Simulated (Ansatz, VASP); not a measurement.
# One calculation of Mn, two programs

```
Mn
1.0
    -1.37787    1.37787    1.37787
     1.37787   -1.37787    1.37787
     1.37787    1.37787   -1.37787
Mn
1
Cartesian
  0.0000 0.0000 0.0000
```

Alike in both runs: functional PBEsol; k mesh 22 × 22 × 22; occupations gaussian, width 0.1 eV; collinear spin.

Ansatz relaxed the structure, and its values are those at the end. VASP's run is a single point on that final structure, the one shown.

|  | VASP | Ansatz |
| --- | --- | --- |
| version | VASP 6.6.1 | Ansatz 0.2.0 |
| potentials or method | VASP PAW PBE potentials, release 64 (Mn_pv), cutoff 520 eV | scalar-relativistic, plane waves, PAW |
| valence electrons in the cell | 13 | 15 |

VASP gave:

| Property | Result |
| --- | --- |
| gap on the k mesh at the Fermi level (eV) | none |
| pressure (GPa) | 0.1 |
| net moment per atom (μB) | 0.64 |
| size of the moment on the site where the two differ most (μB) | 0.64 |

Q: What did Ansatz give for the same quantities?

A: gap on the k mesh at the Fermi level (eV): none; pressure (GPa): 0.0; net moment per atom (μB): 0.63; size of the moment on the site where the two differ most (μB): 0.62.

VASP's potentials were made for PBE, not for PBEsol. Site moments also hang on the region over which each program counts them. A gap of «none» marks a metal or a gap that the smearing closes. The functional is the same, so the differences come from potentials, cutoffs and numerics. VASP's potentials hold 13 valence electrons a cell and Ansatz's 15, so a difference there can come from the potentials and not from the codes.
